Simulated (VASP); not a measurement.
Set up this calculation in VASP 6.6.1, as the native input.

| Property | Result |
| --- | --- |
| Task | single point |
| Functional | PBE |
| Potentials or basis | VASP PAW PBE potentials, release 64 (Zr_sv, H) |
| Cutoff | 520 eV |
| k mesh | 6 × 6 × 2 |
| Occupations | gaussian, width 0.2 eV |
| Spin | no spin polarisation |
| Dipole correction | no |
| Further INCAR settings | ALGO = Normal; EDIFF = 1e-07; NBANDS = 38 |

The structure of Zr2H3 lies in POSCAR:

```
Zr2H3
1.0
    3.6179036097      0.0000000000      0.0000000000
   -1.8089518049      3.1331964345      0.0000000000
    0.0000000000      0.0000000000     11.2180288449
Zr H
4 6
Direct
    0.3333333333      0.6666666667      0.3874868796
    0.3333333333      0.6666666667      0.8874868796
    0.6666666667      0.3333333333      0.1125131204
    0.6666666667      0.3333333333      0.6125131204
    0.5000000000      1.0000000000      0.2500000000
    0.5000000000      1.0000000000      0.7500000000
    1.0000000000      0.5000000000      0.2500000000
    1.0000000000      0.5000000000      0.7500000000
    0.5000000000      0.5000000000      0.2500000000
    0.5000000000      0.5000000000      0.7500000000
```

The input as run:

INCAR

```
SYSTEM = Zr2H3
ALGO = Normal ; EDIFF = 1E-7
ENCUT = 520 ; GGA = PE
ISIF = 2 ; ISMEAR = 0
LASPH = .True. ; LCHARG = .False.
LREAL = .False. ; LWAVE = .False.
NBANDS = 38 ; NELM = 80
PREC = Accurate ; SIGMA = 0.2
```

KPOINTS

```
k-points
0
Gamma
  6 6 2
  0 0 0
```

Potentials or basis: VASP PAW PBE potentials, release 64 (Zr_sv, H).

The run is started by

```sh
$ cat potpaw_PBE.64/Zr_sv/POTCAR potpaw_PBE.64/H/POTCAR > POTCAR
$ mpirun -np 1 vasp_std > vasp.out
```

Results of the run:

The pressure is -0.1 GPa and the largest force is 0.031 eV/Å. The band gap on the k mesh is zero (bands 27 and 28 overlap by 1.37 eV).

It took 110 s on 1 thread of Intel(R) Xeon(R) Platinum 8375C CPU @ 2.90GHz (Ice Lake), with other jobs on the host, peak memory 0.26 GiB.
